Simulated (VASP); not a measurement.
# AlFe (P4/mmm) in VASP: a series of runs

The runs below take AlFe through single point, with r2SCAN.

Program: VASP 6.6.1. These are calculated values, not measurements. Logs are shortened: lines on timing, memory, paths and dates and some standing lists are left out, and cuts for length are marked.

## Step 1: The cell of the first run

The structure is tetragonal, space group P4/mmm (No. 123). Conventional cell: a = 2.996 Å, b = 2.996 Å, c = 2.700 Å, α = 90.00°, β = 90.00°, γ = 90.00°. Al (site symmetry 4/mmm) has 8 Fe at 2.51 Å and 6 Al at 2.70 to 3.00 Å within 3.3 Å. Fe (site symmetry 4/mmm) has 8 Al at 2.51 Å and 6 Fe at 2.70 to 3.00 Å within 3.3 Å.

## Step 2: Single point, r2SCAN, collinear spin, antiferromagnetic start (12.11 Å³/atom)

File POSCAR:

```
AlFe
1.0
    0.0000000000      2.9957430902      2.9957430902
    0.0000000000     -2.9957430902      2.9957430902
    2.6998680775      0.0000000000      0.0000000000
Al Fe
2 2
Direct
    0.0000000000      0.0000000000      0.0000000000
    0.5000000000      0.5000000000      0.0000000000
    0.5000000000      0.0000000000      0.5000000000
    1.0000000000      0.5000000000      0.5000000000
```

File INCAR.step1:

```
SYSTEM = AlFe
PREC = Accurate
ENCUT = 660
ISMEAR = 0
SIGMA = 0.05
LREAL = .FALSE.
LASPH = .TRUE.
NELM = 200
ISPIN = 2
MAGMOM = 0 0 2.4 -2.4
LMAXMIX = 4
NBANDS = 23
GGA = PE
ALGO = Normal
EDIFF = 1E-5
LWAVE = .TRUE.
LCHARG = .FALSE.
GGA_COMPAT = .FALSE.
KPAR = 4
```

File INCAR.step2:

```
SYSTEM = AlFe
PREC = Accurate
ENCUT = 660
EDIFF = 1E-6
ISMEAR = 0
SIGMA = 0.05
LREAL = .FALSE.
LASPH = .TRUE.
NELM = 200
ALGO = Normal
ISIF = 2
LWAVE = .FALSE.
LCHARG = .FALSE.
ISPIN = 2
MAGMOM = 0 0 2.4 -2.4
LORBIT = 11
LMAXMIX = 4
METAGGA = R2SCAN
LMIXTAU = .TRUE.
NBANDS = 23
ISTART = 1
GGA_COMPAT = .FALSE.
KPAR = 4
```

File KPOINTS:

```
regular mesh
0
G
  12 12 16
  0 0 0
```

Potentials or basis: VASP PAW PBE potentials, release 64 (Al, Fe).

Started as:

```console
$ cat potpaw_PBE.64/Al/POTCAR potpaw_PBE.64/Fe/POTCAR > POTCAR
$ cp INCAR.step1 INCAR
$ mpirun -np 4 vasp_std > vasp.out
$ cp INCAR.step2 INCAR
$ mpirun -np 4 vasp_std > vasp.out
```

OUTCAR:

```text
SYSTEM = AlFe
   PREC = Accurate
   ENCUT = 660
   EDIFF = 1E-6
   ISMEAR = 0
   LREAL = .FALSE.
   LASPH = .TRUE.
   NELM = 200
   ISIF = 2
   ISPIN = 2
   LORBIT = 11
   METAGGA = R2SCAN
   ISTART = 1

 ion  position               nearest neighbor table
   1  0.000  0.000  0.000-   3 2.51   4 2.51   3 2.51   4 2.51   4 2.51   4 2.51   3 2.51   3 2.51
                             2 3.00   2 3.00   2 3.00   2 3.00
   2  0.500  0.500  0.000-   3 2.51   4 2.51   3 2.51   4 2.51   3 2.51   3 2.51   4 2.51   4 2.51
                             1 3.00   1 3.00   1 3.00   1 3.00
   3  0.500  0.000  0.500-   1 2.51   2 2.51   1 2.51   2 2.51   2 2.51   2 2.51   1 2.51   1 2.51
                             4 3.00   4 3.00   4 3.00   4 3.00
   4  0.000  0.500  0.500-   1 2.51   2 2.51   1 2.51   2 2.51   1 2.51   1 2.51   2 2.51   2 2.51
                             3 3.00   3 3.00   3 3.00   3 3.00
[... 7 lines left out ...]
 A1 = (   0.0000000000,   2.9957430902,   2.9957430902)
 A2 = (   0.0000000000,  -2.9957430902,   2.9957430902)
 A3 = (   2.6998680775,   0.0000000000,   0.0000000000)

Analysis of symmetry for initial positions (statically):
=====================================================================
 Subroutine PRICEL returns following result:

  LATTYP: Found a simple tetragonal cell.
 ALAT       =     2.9957430902
 C/A-ratio  =     0.9012348510
[... 12 lines left out ...]
 Subroutine GETGRP returns: Found 16 space group operations
 (whereof 16 operations were pure point group operations)
 out of a pool of 16 trial point group operations.

The static configuration has the point symmetry D_4h.

Analysis of symmetry for dynamics (positions and initial velocities):
=====================================================================
 Subroutine PRICEL returns following result:

  LATTYP: Found a simple tetragonal cell.
 ALAT       =     2.9957430902
 C/A-ratio  =     0.9012348510
[... 12 lines left out ...]
 Subroutine GETGRP returns: Found 16 space group operations
 (whereof 16 operations were pure point group operations)
 out of a pool of 16 trial point group operations.

The dynamic configuration has the point symmetry D_4h.

Analysis of structural, dynamic, and magnetic symmetry:
=====================================================================
 Subroutine PRICEL returns following result:

  LATTYP: Found a simple tetragonal cell.
 ALAT       =     2.9957430902
 C/A-ratio  =     0.9012348510
[... 12 lines left out ...]
 Subroutine GETGRP returns: Found 16 space group operations
 (whereof 16 operations were pure point group operations)
 out of a pool of 16 trial point group operations.

The overall configuration has the point symmetry D_4h.

 Subroutine INISYM returns: Found 16 space group operations
 (whereof 16 operations are pure point group operations),
 and found     2 'primitive' translations

----------------------------------------------------------------------------------------

                                     Primitive cell

  volume of cell :      24.2299

  direct lattice vectors                    reciprocal lattice vectors
     0.000000000  2.995743090  0.000000000     0.000000000  0.333806995  0.000000000
     0.000000000  0.000000000  2.995743090     0.000000000  0.000000000  0.333806995
     2.699868078  0.000000000  0.000000000     0.370388468  0.000000000  0.000000000

  length of vectors
     2.995743090  2.995743090  2.699868078     0.333806995  0.333806995  0.370388468

  position of ions in fractional coordinates (direct lattice)
     0.000000000  0.000000000  0.000000000
     0.500000000  0.500000000  0.500000000

  ion indices of the primitive-cell ions
   primitive index   ion index
                 1           1
                 2           3

----------------------------------------------------------------------------------------

 KPOINTS: regular mesh

Automatic generation of k-mesh.
 Grid dimensions read from file:
 generate k-points for:   12   12   16

 Generating k-lattice:

[... 45 lines left out ...]
   AEXX    =    0.0000 exact exchange contribution
   IVDW    =     0    specifies the selected vdW correction
   LEPSILON=     F    determine dielectric tensor
   LRPA    =     F    only Hartree local field effects (RPA)
 spin polarized calculation
 Gauss-broadening in eV      SIGMA  =   0.05
  energy-cutoff  :      660.00
  volume of cell :       48.46
 maximum number of plane-waves:      1896
 NGX is ok and might be reduce to    36
   NGX = 17   NGY = 17   NGZ = 11

 number of electron      22.0000010 magnetization       0.0000000

 number of electron      22.0000010 magnetization      -0.0000000

 Free energy of the ion-electron system (eV)
  ---------------------------------------------------
  ext. energy  EPLUGINS =         0.00000000
  ---------------------------------------------------
  free energy    TOTEN  =       -43.04488815 eV

  energy without entropy =      -43.04203026  energy(sigma->0) =      -43.04345921

 E-fermi :   8.2634     XC(G=0): -12.9609

 val. band max:        8.2599310121   @ k =   0.5000   0.0000   0.4375
 cond. band min:       8.2680448509   @ k =   0.3333   0.0833   0.3750
 fundamental gap:      0.0081138388
 Fermi energy:         8.2634209675

 spin component 1

 k-point     1 :       0.0000    0.0000    0.0000
  band No.  band energies     occupation
      1      -3.1635      1.00000
      2       2.2731      1.00000
      3       4.4798      1.00000
      4       4.7542      1.00000
      5       4.9225      1.00000
      6       4.9225      1.00000
[... 613 lines left out ...]
     22      21.5222      0.00000
     23      22.8781      0.00000

 [... further k-points ...]

 spin component 2

 k-point     1 :       0.0000    0.0000    0.0000
  band No.  band energies     occupation
      1      -3.1635      1.00000
      2       2.2731      1.00000
      3       4.4798      1.00000
      4       4.7542      1.00000
      5       4.9225      1.00000
      6       4.9225      1.00000
[... 613 lines left out ...]
     22      21.5222      0.00000
     23      22.8835      0.00000

 [... further k-points ...]

------------------------ aborting loop because EDIFF is reached ----------------------------------------

  FORCE on cell =-STRESS in cart. coord.  units (eV):
  Direction    XX          YY          ZZ          XY          YZ          ZX
  --------------------------------------------------------------------------------------
  -------------------------------------------------------------------------------------
  Total        1.2439502      1.1252290      1.1252290      0.0000000      0.0000000      0.0000000
  in kB       41.1274611     37.2023020     37.2023020      0.0000000      0.0000000      0.0000000
  external PRESSURE =      38.5106883 kB  Pullay stress =       0.0000000 kB

 VOLUME and BASIS-vectors are now :
 -----------------------------------------------------------------------------
  energy-cutoff  :      660.00
  volume of cell :       48.46
      direct lattice vectors                 reciprocal lattice vectors
     0.000000000  2.995743090  2.995743090     0.000000000  0.166903498  0.166903498
     0.000000000 -2.995743090  2.995743090     0.000000000 -0.166903498  0.166903498
     2.699868078  0.000000000  0.000000000     0.370388468  0.000000000  0.000000000

 POSITION                                       TOTAL-FORCE (eV/Angst)
 -----------------------------------------------------------------------------------
      0.00000      0.00000      0.00000        -0.000000     -0.000000     -0.000000
      0.00000      0.00000      2.99574        -0.000000      0.000000     -0.000000
      1.34993      1.49787      1.49787        -0.000000     -0.000000     -0.000000
      1.34993     -1.49787      1.49787         0.000000      0.000000      0.000000
 -----------------------------------------------------------------------------------
    total drift:                                0.000000      0.000000      0.000000

  FREE ENERGIE OF THE ION-ELECTRON SYSTEM (eV)
  ---------------------------------------------------
  free  energy   TOTEN  =       -43.0448881517 eV

  energy  without entropy=      -43.0420302590  energy(sigma->0) =      -43.04345921

 total charge

# of ion       s       p       d       tot
------------------------------------------
    1        0.402   0.459   0.000   0.861
    2        0.402   0.459   0.000   0.861
    3        0.446   0.538   6.374   7.358
    4        0.446   0.538   6.374   7.358
--------------------------------------------------
tot          1.697   1.993  12.747  16.437

 magnetization (x)

# of ion       s       p       d       tot
------------------------------------------
    1        0.000   0.000   0.000   0.000
    2        0.000   0.000   0.000   0.000
    3        0.018  -0.003   2.064   2.080
    4       -0.018   0.003  -2.064  -2.080
--------------------------------------------------
tot          0.000   0.000   0.000   0.000
```

It took 6.1 min on 4 MPI ranks of Intel Xeon 6975P-C (Granite Rapids), shared host; peak memory 0.65 GiB.

Results:

```
Free energy                                           : -43.0449 eV
Pressure                                              : 3.9 GPa
Band gap on the k mesh                                : zero (filled and empty bands overlap)
Net moment                                            : 0.00 μB per cell
Site moments                                          : Al +0.00; Fe +2.08, -2.08 μB
Valence electrons inside the program's atomic spheres : Al 0.86; Fe 7.36
```

Levels at points of the mesh, in eV from the Fermi level:
Spin up:
```tsv
k point	band 7	band 8	band 9	band 10	band 11	band 12	band 13	band 14	band 15	band 16
(0.00, 0.00, 0.00)	-2.57	-2.20	-2.20	-1.06	0.67	0.94	0.94	2.28	3.33	4.83
(0.50, 0.00, 0.00)	-2.54	-2.22	-2.18	-1.21	0.66	0.83	0.92	2.49	2.85	3.44
(0.50, 0.50, 0.00)	-2.44	-2.23	-2.23	-1.32	-0.19	0.92	0.92	1.81	8.21	8.21
(0.00, 0.00, 0.50)	-1.60	-1.60	-0.71	-0.49	1.14	2.02	2.37	2.37	2.74	4.31
(0.50, 0.00, 0.50)	-2.35	-2.19	-1.48	-0.88	0.03	0.07	0.59	2.19	5.80	6.09
(0.50, 0.50, 0.50)	-2.52	-2.32	-1.98	-1.66	-1.66	-0.81	0.26	0.32	3.72	3.76
```
Spin down:
```
           k point  band 9  band 10  band 11  band 12  band 13  band 14
(0.00, 0.00, 0.00)   -2.20    -1.06     0.67     0.94     0.94     2.28
(0.50, 0.00, 0.00)   -2.18    -1.21     0.66     0.83     0.92     2.49
(0.50, 0.50, 0.00)   -2.23    -1.32    -0.19     0.92     0.92     1.81
(0.00, 0.00, 0.50)   -0.71    -0.49     1.14     2.02     2.37     2.37
(0.50, 0.00, 0.50)   -1.48    -0.88     0.03     0.07     0.59     2.19
(0.50, 0.50, 0.50)   -1.98    -1.66    -1.66    -0.81     0.26     0.32
```

Caveat: the cell stands under pressure; the PAW data sets were made with another functional, which shifts forces and pressure a little.

## Step 3: Single point, r2SCAN, collinear spin, antiferromagnetic start (12.87 Å³/atom)

This run uses another cell than the first one, of 12.87 Å³/atom.

File POSCAR:

```
AlFe
1.0
    0.0000000000      3.0778509262      3.0778509262
    0.0000000000     -3.0778509262      3.0778509262
    2.7175994925      0.0000000000      0.0000000000
Al Fe
2 2
Direct
    0.0000000000      0.0000000000      0.0000000000
    0.5000000000      0.5000000000      0.0000000000
    0.5000000000      0.0000000000      0.5000000000
    1.0000000000      0.5000000000      0.5000000000
```

File INCAR.step1:

```
SYSTEM = AlFe
  PREC = Accurate
  ENCUT = 660
  ISMEAR = 0
  SIGMA = 0.05
  LREAL = .False.
  LASPH = .True.
  NELM = 200
  ISPIN = 2
  MAGMOM = 0 0 2.49 -2.49
  LMAXMIX = 4
  NBANDS = 23
  GGA = PE
  ALGO = Normal
  EDIFF = 1E-5
  LWAVE = .True.
  LCHARG = .False.
  GGA_COMPAT = .False.
  KPAR = 4
```

File INCAR.step2:

```
SYSTEM = AlFe
  PREC = Accurate
  ENCUT = 660
  EDIFF = 1E-6
  ISMEAR = 0
  SIGMA = 0.05
  LREAL = .False.
  LASPH = .True.
  NELM = 200
  ALGO = Normal
  ISIF = 2
  LWAVE = .False.
  LCHARG = .False.
  ISPIN = 2
  MAGMOM = 0 0 2.49 -2.49
  LORBIT = 11
  LMAXMIX = 4
  METAGGA = R2SCAN
  LMIXTAU = .True.
  NBANDS = 23
  ISTART = 1
  GGA_COMPAT = .False.
  KPAR = 4
```

File KPOINTS:

```
regular mesh
0
Gamma
  12 12 16
  0 0 0
```

Potentials or basis: VASP PAW PBE potentials, release 64 (Al, Fe).

Started as:

```console
$ cat potpaw_PBE.64/Al/POTCAR potpaw_PBE.64/Fe/POTCAR > POTCAR
$ cp INCAR.step1 INCAR
$ mpirun -np 4 vasp_std > vasp.out
$ cp INCAR.step2 INCAR
$ mpirun -np 4 vasp_std > vasp.out
```

It took 4.8 min on 4 MPI ranks of Intel Xeon Platinum 8488C (Sapphire Rapids), shared host; peak memory 0.67 GiB.

Results (log left out):

```yaml
Free_energy: -43.0551 eV
Pressure: -2.5 GPa
Band_gap_on_the_k_mesh: zero (filled and empty bands overlap)
Net_moment: 0.00 μB per cell
Site_moments: Al +0.00; Fe +2.31, -2.31 μB
Valence_electrons_inside_the_program's_atomic_spheres: Al 0.83; Fe 7.23
```

Stress tensor (GPa, compression positive):
```
-2.32  0.00  0.00
 0.00 -2.66  0.00
 0.00  0.00 -2.66
```

Levels at points of the mesh, in eV from the Fermi level:
Spin up:
| k point | band 8 | band 9 | band 10 | band 11 | band 12 | band 13 | band 14 | band 15 |
| --- | --- | --- | --- | --- | --- | --- | --- | --- |
| (0.00, 0.00, 0.00) | -2.37 | -2.37 | -1.25 | 0.66 | 1.09 | 1.09 | 1.85 | 2.81 |
| (0.50, 0.00, 0.00) | -2.39 | -2.36 | -1.19 | 0.21 | 1.01 | 1.08 | 1.90 | 2.75 |
| (0.50, 0.50, 0.00) | -2.40 | -2.40 | -1.34 | -0.40 | 1.07 | 1.07 | 1.82 | 7.89 |
| (0.00, 0.00, 0.50) | -1.56 | -0.86 | -0.76 | 1.22 | 1.97 | 2.25 | 2.25 | 2.62 |
| (0.50, 0.00, 0.50) | -2.01 | -1.66 | -0.85 | -0.25 | 0.28 | 0.62 | 2.13 | 5.37 |
| (0.50, 0.50, 0.50) | -2.46 | -1.84 | -1.72 | -1.72 | -0.78 | 0.10 | 0.22 | 3.53 |
Spin down:
```csv
k point,band 9,band 10,band 11,band 12,band 13,band 14
"(0.00, 0.00, 0.00)",-2.37,-1.25,0.66,1.09,1.09,1.85
"(0.50, 0.00, 0.00)",-2.36,-1.19,0.21,1.01,1.08,1.90
"(0.50, 0.50, 0.00)",-2.40,-1.34,-0.40,1.07,1.07,1.82
"(0.00, 0.00, 0.50)",-0.86,-0.76,1.22,1.97,2.25,2.25
"(0.50, 0.00, 0.50)",-1.66,-0.85,-0.25,0.28,0.62,2.13
"(0.50, 0.50, 0.50)",-1.84,-1.72,-1.72,-0.78,0.10,0.22
```

Caveat: the PAW data sets were made with another functional, which shifts forces and pressure a little.

## Step 4: Single point, r2SCAN, collinear spin, antiferromagnetic start

This run uses another cell than the first one, of 12.62 Å³/atom.

File POSCAR:

```
AlFe
1.0
    0.0000000000      3.0512657936      3.0512657936
    0.0000000000     -3.0512657936      3.0512657936
    2.7109428530      0.0000000000      0.0000000000
Al Fe
2 2
Direct
    0.0000000000      0.0000000000      0.0000000000
    0.5000000000      0.5000000000      0.0000000000
    0.5000000000      0.0000000000      0.5000000000
    1.0000000000      0.5000000000      0.5000000000
```

File INCAR.step1:

```
SYSTEM = AlFe
ALGO = Normal ; EDIFF = 1E-5
ENCUT = 660 ; GGA = PE
GGA_COMPAT = .False. ; ISMEAR = 0
ISPIN = 2 ; KPAR = 4
LASPH = .True. ; LCHARG = .False.
LMAXMIX = 4 ; LREAL = .False.
LWAVE = .True. ; MAGMOM = 0 0 2.49 -2.49
NBANDS = 23 ; NELM = 200
PREC = Accurate ; SIGMA = 0.05
```

File INCAR.step2:

```
SYSTEM = AlFe
ALGO = Normal ; EDIFF = 1E-6
ENCUT = 660 ; GGA_COMPAT = .False.
ISIF = 2 ; ISMEAR = 0
ISPIN = 2 ; ISTART = 1
KPAR = 4 ; LASPH = .True.
LCHARG = .False. ; LMAXMIX = 4
LMIXTAU = .True. ; LORBIT = 11
LREAL = .False. ; LWAVE = .False.
MAGMOM = 0 0 2.49 -2.49 ; METAGGA = R2SCAN
NBANDS = 23 ; NELM = 200
PREC = Accurate ; SIGMA = 0.05
```

File KPOINTS:

```
k-points
0
Gamma
  12 12 16
  0 0 0
```

Started as:

```console
$ cat potpaw_PBE.64/Al/POTCAR potpaw_PBE.64/Fe/POTCAR > POTCAR
$ cp INCAR.step1 INCAR
$ mpirun -np 4 vasp_std > vasp.out
$ cp INCAR.step2 INCAR
$ mpirun -np 4 vasp_std > vasp.out
```

It took 5.5 min on 4 MPI ranks of Intel Xeon 6975P-C (Granite Rapids), shared host; peak memory 0.66 GiB.

The run converged. Its results:

```
Free energy                                           : -43.0650 eV
Pressure                                              : -0.5 GPa
Band gap on the k mesh                                : zero (filled and empty bands overlap)
Net moment                                            : 0.00 μB per cell
Site moments                                          : Al +0.00; Fe +2.24, -2.24 μB
Valence electrons inside the program's atomic spheres : Al 0.84; Fe 7.27
```

Stress tensor (GPa, compression positive):
```
-0.30  0.00  0.00
 0.00 -0.64  0.00
 0.00  0.00 -0.64
```

Levels at points of the mesh, in eV from the Fermi level:
Spin up:
```
           k point  band 8  band 9  band 10  band 11  band 12  band 13  band 14  band 15
(0.00, 0.00, 0.00)   -2.32   -2.32    -1.19     0.67     1.05     1.05     1.99     2.97
(0.50, 0.00, 0.00)   -2.33   -2.30    -1.20     0.34     0.96     1.04     2.08     2.79
(0.50, 0.50, 0.00)   -2.34   -2.34    -1.33    -0.34     1.03     1.03     1.83     8.00
(0.00, 0.00, 0.50)   -1.57   -0.81    -0.67     1.21     1.99     2.29     2.29     2.66
(0.50, 0.00, 0.50)   -2.07   -1.61    -0.86    -0.16     0.22     0.61     2.15     5.50
(0.50, 0.50, 0.50)   -2.42   -1.89    -1.70    -1.70    -0.80     0.17     0.24     3.60
```
Spin down:
```csv
k point,band 8,band 9,band 10,band 11,band 12,band 13,band 14,band 15
"(0.00, 0.00, 0.00)",-2.32,-2.32,-1.19,0.67,1.05,1.05,1.99,2.97
"(0.50, 0.00, 0.00)",-2.33,-2.30,-1.20,0.34,0.96,1.04,2.08,2.79
"(0.50, 0.50, 0.00)",-2.34,-2.34,-1.33,-0.34,1.03,1.03,1.83,8.00
"(0.00, 0.00, 0.50)",-1.57,-0.81,-0.67,1.21,1.99,2.29,2.29,2.66
"(0.50, 0.00, 0.50)",-2.07,-1.61,-0.86,-0.16,0.22,0.61,2.15,5.50
"(0.50, 0.50, 0.50)",-2.42,-1.89,-1.70,-1.70,-0.80,0.17,0.24,3.60
```

Caveat: the PAW data sets were made with another functional, which shifts forces and pressure a little.

## Step 5: Summary

```tsv
cell	gap on the mesh (eV)	pressure (GPa)	moment (μB)
a = 4.237, b = 4.237, c = 2.700 Å, 4 atoms	none	3.9	0.00
a = 4.353, b = 4.353, c = 2.718 Å, 4 atoms	none	-2.5	0.00
a = 4.315, b = 4.315, c = 2.711 Å, 4 atoms	none	-0.5	0.00
```

Alike in all rows: task single point; level r2SCAN; potentials or basis VASP PAW PBE potentials, release 64 (Al, Fe); spin collinear, antiferromagnetic start; k mesh 12 × 12 × 16; cutoff (eV) 660; smearing gaussian 0.05 eV.

Caveats: the PAW data sets were made with another functional, which shifts forces and pressure a little; the cell stands under pressure (at least some runs).

Absolute energies hang on the potentials; compare differences alone.
